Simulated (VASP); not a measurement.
Write the native input for VASP 6.6.1 that does the following.

| Property | Result |
| --- | --- |
| Task | relaxation of cell and atoms |
| Functional | LDA |
| Potentials or basis | VASP PAW LDA potentials, release 64 (Ga_d, N) |
| Cutoff | 600 eV |
| k mesh | 10 × 10 × 10 |
| Occupations | gaussian, width 0.02 eV |
| Spin | no spin polarisation |
| Dipole correction | no |
| Further INCAR settings | ALGO = Normal; EDIFF = 1e-06; IBRION = 2; EDIFFG = -0.005; NSW = 100; ISIF = 3 |

The structure of GaN lies in POSCAR:

```
GaN
1.0
    0.0000000000      2.2535006100      2.2535006100
    2.2535006100      0.0000000000      2.2535006100
    2.2535006100      2.2535006100      0.0000000000
Ga N
1 1
Direct
    0.0000000000      0.0000000000      0.0000000000
    0.2500000000      0.2500000000      0.2500000000
```

The input as run:

INCAR

```
PREC = Accurate
ENCUT = 600
EDIFF = 1E-6
ISMEAR = 0
SIGMA = 0.02
LREAL = False
LASPH = True
NELM = 60
ALGO = Normal
ISIF = 3
LWAVE = False
LCHARG = False
IBRION = 2
NSW = 100
EDIFFG = -0.005
```

KPOINTS

```
regular mesh
0
Gamma
  10 10 10
```

Potentials or basis: VASP PAW LDA potentials, release 64 (Ga_d, N).

Command:

```bash
$ cat potpaw_LDA.64/Ga_d/POTCAR potpaw_LDA.64/N/POTCAR > POTCAR
$ mpirun -np 1 vasp_std > vasp.out
```

Results of the run:

```
Relaxed volume                         : 11.11 Å³/atom
Relaxed cell                           : a = 3.156 Å, b = 3.156 Å, c = 3.156 Å, α = 60.00°, β = 60.00°, γ = 60.00°
Space group after relaxing (to 0.05 Å) : F-43m (No. 216)
Energy gained by relaxing              : 6.0 meV/atom
Ionic steps                            : 3
Pressure after relaxing                : 0.0 GPa
Band gap on the k mesh                 : 1.94 eV, direct
```

Wall time 42 s on 1 thread of Intel(R) Xeon(R) Platinum 8259CL CPU @ 2.50GHz (Skylake/Cascade Lake), with other jobs on the host, peak memory 0.16 GiB.
